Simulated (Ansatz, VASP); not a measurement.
B: VASP beside Ansatz

```
B
1.0
     2.10039    0.00000    0.00000
    -1.05019    1.81899    0.00000
     0.00000    0.00000    3.40263
B
2
Direct
  0.33333 0.66667 0.25000
  0.66667 0.33333 0.75000
```

Alike in both runs: task single point; functional LDA; k mesh 16 × 16 × 9; occupations fermi-dirac, width 0.05 eV; no spin polarisation.

```csv
,VASP,Ansatz
version,VASP 6.6.1,Ansatz 0.2.0
potentials or method,"VASP PAW LDA potentials, release 64 (B), cutoff 520 eV","all-electron LAPW, scalar-relativistic"
```

|  | VASP | Ansatz | Ansatz less VASP |
| --- | --- | --- | --- |
| pressure (GPa) | -25.4 | -25.7 | -0.29 |
| traceless stress, the component that is largest in VASP (GPa) | 13.45 | 13.44 | -0.009 |

LDA's correlation is that of Perdew and Zunger in VASP and of Perdew and Wang (1992) in Ansatz. Ansatz ran all-electron here, and VASP with PAW potentials.
